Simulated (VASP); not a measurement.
# CoO (Fm-3m) in VASP: notebook, part 2 of 2

VASP 6.6.1. The steps go on from the part before.

## 4. Single point, PBE, collinear spin, ferromagnetic start (volume scaled by 0.98)

Input file INCAR:

```
SYSTEM = CoO
PREC     = Accurate       ! precision mode
ENCUT    = 520            ! plane-wave cutoff, eV
EDIFF    = 1E-6           ! SCF threshold, eV
ISMEAR   = -1             ! smearing method
SIGMA    = 0.05           ! smearing width, eV
LREAL    = .False.        ! projectors in reciprocal space
LASPH    = .True.         ! aspherical terms in the spheres
NELM     = 150            ! most SCF steps
ALGO     = Normal         ! electronic algorithm
ISIF     = 2              ! what is computed and relaxed
LWAVE    = .False.        ! write WAVECAR
LCHARG   = .False.        ! write CHGCAR
ISPIN    = 2              ! spin polarisation
MAGMOM   = 2 0            ! initial moments
LORBIT   = 11             ! projections on sites
LMAXMIX  = 4              ! l up to which the mixer works
GGA      = PE             ! functional
NBANDS   = 18             ! bands
```

Input file KPOINTS:

```
regular mesh
0
Gamma
  16 16 16
  0 0 0
```

Input file POSCAR:

```
CoO
1.0
    0.0000000000      2.1171941998      2.1171941998
    2.1171941998      0.0000000000      2.1171941998
    2.1171941998      2.1171941998      0.0000000000
Co O
1 1
Direct
    0.0000000000      0.0000000000      0.0000000000
    0.5000000000      0.5000000000      0.5000000000
```

Potentials or basis: VASP PAW PBE potentials, release 64 (Co, O).

Started as:

```bash
cat potpaw_PBE.64/Co/POTCAR potpaw_PBE.64/O/POTCAR > POTCAR
mpirun -np 1 vasp_std > vasp.out
```

OUTCAR:

```text
SYSTEM = CoO
   PREC = Accurate
   ENCUT = 520
   EDIFF = 1E-6
   ISMEAR = -1
   LREAL = .False.
   LASPH = .True.
   NELM = 150
   ISIF = 2
   ISPIN = 2
   LORBIT = 11
   GGA = PE

 ion  position               nearest neighbor table
   1  0.000  0.000  0.000-   2 2.12   2 2.12   2 2.12   2 2.12   2 2.12   2 2.12
   2  0.500  0.500  0.500-   1 2.12   1 2.12   1 2.12   1 2.12   1 2.12   1 2.12

  LATTYP: Found a face centered cubic cell.
 ALAT       =     4.2343883996

  Lattice vectors:

 A1 = (   0.0000000000,   2.1171941998,   2.1171941998)
 A2 = (   2.1171941998,   0.0000000000,   2.1171941998)
 A3 = (   2.1171941998,   2.1171941998,   0.0000000000)

Analysis of symmetry for initial positions (statically):
=====================================================================
 Subroutine PRICEL returns:
 Original cell was already a primitive cell.

 Routine SETGRP: Setting up the symmetry group for a
 face centered cubic supercell.

 Subroutine GETGRP returns: Found 48 space group operations
 (whereof 48 operations were pure point group operations)
[... 696 lines left out ...]
  band No.  band energies     occupation
      1     -11.7201      1.00000
      2       5.4975      1.00000
      3       5.4975      1.00000
      4       5.4975      1.00000
      5       7.0227      1.00000
      6       7.0227      1.00000
[... 493 lines left out ...]
     17      32.3425      0.00000
     18      35.0770      0.00000

 [... further k-points ...]
[... 5 lines left out ...]
  --------------------------------------------------------------------------------------
  -------------------------------------------------------------------------------------
  Total        0.1045185      0.1045185      0.1045185      0.0000000      0.0000000      0.0000000
  in kB        8.8224970      8.8224970      8.8224970      0.0000000      0.0000000      0.0000000
  external PRESSURE =       8.8224970 kB  Pullay stress =       0.0000000 kB

 VOLUME and BASIS-vectors are now :
 -----------------------------------------------------------------------------
  energy-cutoff  :      520.00
  volume of cell :       18.98
      direct lattice vectors                 reciprocal lattice vectors
     0.000000000  2.117194200  2.117194200    -0.236161614  0.236161614  0.236161614
     2.117194200  0.000000000  2.117194200     0.236161614 -0.236161614  0.236161614
     2.117194200  2.117194200  0.000000000     0.236161614  0.236161614 -0.236161614

 POSITION                                       TOTAL-FORCE (eV/Angst)
 -----------------------------------------------------------------------------------
      0.00000      0.00000      0.00000         0.000000      0.000000      0.000000
      2.11719      2.11719      2.11719         0.000000     -0.000000      0.000000
 -----------------------------------------------------------------------------------
    total drift:                                0.000000     -0.000000     -0.000000

  FREE ENERGIE OF THE ION-ELECTRON SYSTEM (eV)
  ---------------------------------------------------
  free  energy   TOTEN  =       -13.0631316596 eV

  energy  without entropy=      -13.0274079008  energy(sigma->0) =      -13.04526978

 total charge

# of ion       s       p       d       tot
------------------------------------------
    1        0.298   0.368   7.160   7.826
    2        1.556   3.430   0.000   4.987
--------------------------------------------------
tot          1.855   3.798   7.160  12.813

 magnetization (x)

# of ion       s       p       d       tot
------------------------------------------
    1        0.021   0.018   2.474   2.513
    2        0.029   0.253   0.000   0.281
--------------------------------------------------
tot          0.050   0.271   2.474   2.794
```

OSZICAR:

```text
N       E                     dE             d eps       ncg     rms          rms(c)
DAV:   1     0.775329405401E+02    0.77533E+02   -0.65616E+03 10890   0.958E+02
DAV:   2    -0.106761413110E+02   -0.88209E+02   -0.76721E+02 10926   0.223E+02
DAV:   3    -0.153811819245E+02   -0.47050E+01   -0.45370E+01 12240   0.545E+01
DAV:   4    -0.154286358926E+02   -0.47454E-01   -0.47410E-01 12838   0.522E+00
DAV:   5    -0.154296941382E+02   -0.10582E-02   -0.10581E-02 12774   0.781E-01    0.166E+01
DAV:   6    -0.142957481961E+02    0.11339E+01   -0.16009E+01 13552   0.599E+01    0.196E+01
DAV:   7    -0.131683710749E+02    0.11274E+01   -0.66908E+00 13104   0.465E+01    0.803E+00
DAV:   8    -0.130767898182E+02    0.91581E-01   -0.37525E-01 14892   0.948E+00    0.421E+00
DAV:   9    -0.130757704981E+02    0.10193E-02   -0.20456E-01 15670   0.761E+00    0.266E+00
DAV:  10    -0.130659064630E+02    0.98640E-02   -0.60429E-02 15538   0.458E+00    0.854E-01
DAV:  11    -0.130631692402E+02    0.27372E-02   -0.24883E-02 14702   0.243E+00    0.281E-01
DAV:  12    -0.130631194354E+02    0.49805E-04   -0.25411E-03 14818   0.649E-01    0.555E-02
DAV:  13    -0.130631281935E+02   -0.87580E-05   -0.12229E-04 11906   0.907E-02    0.235E-02
DAV:  14    -0.130631309157E+02   -0.27222E-05   -0.43872E-06 13046   0.414E-02    0.143E-02
DAV:  15    -0.130631316596E+02   -0.74395E-06   -0.25191E-06 12430   0.150E-02
   1 F= -.13063132E+02 E0= -.13045270E+02  d E =-.357238E-01  mag=     2.8427
```

stdout:

```text
POSCAR found type information on POSCAR CoO
 POSCAR found :  2 types and       2 ions
 scaLAPACK will be used
 LDA part: xc-table for (Slater+PW92), standard interpolation
 POSCAR, INCAR and KPOINTS ok, starting setup
 FFT: planning ... GRIDC
 FFT: planning ... GRID_SOFT
 FFT: planning ... GRID
 WAVECAR not read
 entering main loop
```

It took 62 s on 1 thread of Intel Xeon 6975P-C, shared host; peak memory 0.21 GiB.

What came out:

```yaml
Free_energy: -13.0631 eV
Pressure: 0.9 GPa
Net_moment: 2.84 μB per cell
Site_moments: Co +2.51; O +0.28 μB
Valence_electrons_inside_the_program's_atomic_spheres: Co 7.83; O 4.99
```

Caveat: a cell with one magnetic atom can't hold antiferromagnetic order, which such compounds often take; semilocal functionals often make such compounds metallic where correlation or magnetic order opens a gap, which also shifts bond lengths.

## 5. Overview

```tsv
cell	gap on the mesh (eV)	pressure (GPa)	moment (μB)
a = 3.034 Å, angles 60.0°, 2 atoms	none	-5.4	2.95
a = 2.974 Å, angles 60.0°, 2 atoms	none	4.3	2.75
a = 2.994 Å, angles 60.0°, 2 atoms	none	0.9	2.84
```

Alike in all rows: task single point; level PBE; potentials or basis VASP PAW PBE potentials, release 64 (Co, O); spin collinear, ferromagnetic start; k mesh 16 × 16 × 16; cutoff (eV) 520; smearing fermi-dirac 0.05 eV.

Caveats: a cell with one magnetic atom can't hold antiferromagnetic order, which such compounds often take; semilocal functionals often make such compounds metallic where correlation or magnetic order opens a gap, which also shifts bond lengths.

Total energies depend on the potentials used, so only differences within one code and one set of settings carry meaning.
